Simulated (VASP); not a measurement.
A run of VASP 6.6.1 is set up as follows.

File INCAR:

```
PREC = Accurate
ENCUT = 600
EDIFF = 1E-6
ISMEAR = 0
SIGMA = 0.2
LREAL = False
LASPH = True
NELM = 120
ALGO = Normal
ISIF = 2
LWAVE = False
LCHARG = False
GGA = PE
NBANDS = 33
GGA_COMPAT = False
```

Contents of KPOINTS:

```
Automatic mesh
0
Gamma
  4 4 3
```

Contents of POSCAR:

```
NaTaO
1.0
    4.8835005139      0.0000000000      0.0000000000
   -2.4417502570      4.2292355045      0.0000000000
    0.0000000000      0.0000000000      4.8796953692
Na Ta O
2 2 2
Direct
    0.3333333333      0.6666666667      0.5000000000
    0.6666666667      0.3333333333      0.5000000000
    0.0000000000      0.0000000000      0.0000000000
    0.0000000000      0.0000000000      0.5000000000
    0.3333333333      0.6666666667      0.0000000000
    0.6666666667      0.3333333333      0.0000000000
```

Potentials or basis: VASP PAW PBE potentials, release 64 (Na_pv, Ta_pv, O).

Run with:

```sh
$ cat potpaw_PBE.64/Na_pv/POTCAR potpaw_PBE.64/Ta_pv/POTCAR potpaw_PBE.64/O/POTCAR > POTCAR
$ mpirun -np 1 vasp_std > vasp.out
```

Task: Predict the pressure.

Result: -0.6 GPa.

Task: Estimate the band gap on the k mesh.

Result: Zero (bands 24 and 25 overlap by 0.02 eV).

Stress tensor (GPa, compression positive):
```
-0.81  0.00  0.00
 0.00 -0.81  0.00
 0.00  0.00 -0.04
```

Caveat: the k points lie up to 0.43 Å⁻¹ apart; spin-orbit coupling is left out, which moves the levels of the heavy elements.
